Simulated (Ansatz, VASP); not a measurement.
Given: the input of a run of Ansatz 0.2.0 on Os.

File input.yaml:

```yaml
crystal:
  lattice:
    - [0.0, 1.945, 1.945]
    - [1.945, 0.0, 1.945]
    - [1.945, 1.945, 0.0]
  atoms:
    - { symbol: Os, position: [0.0, 0.0, 0.0] }
kpoints:
  mp_grid: { grid: [12, 12, 12] }
scf:
  occupations: { method: gaussian, width: 0.02 }
hamiltonian:
  xc: pbe
  pseudopotentials: { kind: all_electron, lapw: { basis_error: 0.001 } }
output:
  forces: true
  stress: true
  eigenvalues: true
```

Potentials or basis: all-electron LAPW, scalar-relativistic.

Run with:

```console
$ ansatz run input.yaml --threads 1 --pin off --max-ram 3072MiB --backend cpu --events-out ev --progress --plain --runs-dir out
```

Q: Translate it to VASP 6.6.1. Potentials there: VASP PAW PBE potentials, release 64 (Os).

A: As run (the cutoff follows the program's own potentials):

The input INCAR:

```
SYSTEM = Os
PREC = Accurate ; ENCUT = 520
EDIFF = 1E-7 ; ISMEAR = 0
SIGMA = 0.02 ; LREAL = .False.
LASPH = .True. ; NELM = 60
ALGO = Fast ; ISIF = 2
LWAVE = .False. ; LCHARG = .False.
GGA = PE ; NBANDS = 10
```

File KPOINTS:

```
Automatic mesh
0
Gamma
  12 12 12
  0 0 0
```

The input POSCAR:

```
Os
1.0
    0.0000000000      1.9450000000      1.9450000000
    1.9450000000      0.0000000000      1.9450000000
    1.9450000000      1.9450000000      0.0000000000
Os
1
Direct
    0.0000000000      0.0000000000      0.0000000000
```

Potentials or basis: VASP PAW PBE potentials, release 64 (Os).

Launch:

```console
$ cat potpaw_PBE.64/Os/POTCAR > POTCAR
$ mpirun -np 1 vasp_std > vasp.out
```

Both were run:

|  | VASP | Ansatz | Ansatz less VASP |
| --- | --- | --- | --- |
| gap on the k mesh at the Fermi level (eV) | none | none | - |
| pressure (GPa) | -10.3 | -10.0 | +0.28 |

A gap of «none» marks a metal or a gap that the smearing closes. Ansatz ran all-electron here, and VASP with PAW potentials.

Neither program's run includes spin-orbit coupling.
